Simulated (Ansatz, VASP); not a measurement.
Two plane-wave programs on Au

```xyz
3
Lattice="3.9820 0.0000 0.0000 0.0000 3.9820 0.0000 0.0000 0.0000 3.9820" Properties=species:S:1:pos:R:3 pbc="T T T"
Au    1.9910    0.0000    0.0000
Au    0.0000    1.9910    0.0000
Au    0.0000    0.0000    1.9910
```

Alike in both runs: task relaxation of cell and atoms; functional PBE; k mesh 12 × 12 × 12; occupations gaussian, width 0.1 eV; no spin polarisation.

|  | VASP | Ansatz |
| --- | --- | --- |
| version | VASP 6.6.1 | Ansatz 0.2.0 |
| potentials or method | VASP PAW PBE potentials, release 64 (Au), cutoff 600 eV | scalar-relativistic, plane waves, PAW |
| valence electrons in the cell | 33 | 57 |

VASP gave:

```
gap on the k mesh at the Fermi level, each at its own relaxed structure (eV) : none
relaxed volume (Å³/atom)                                                     : 21.02
relaxed cell length with the largest relative difference (Å)                 : 3.980
```

**Question.** Estimate Ansatz's values.

**Answer.** gap on the k mesh at the Fermi level, each at its own relaxed structure (eV): none; relaxed volume (Å³/atom): 21.05; relaxed cell length with the largest relative difference (Å): 3.982.

A gap of «none» marks a metal or a gap that the smearing closes. VASP's potentials hold 33 valence electrons a cell and Ansatz's 57, so a difference there can come from the potentials and not from the codes.

Spin-orbit coupling is off throughout.
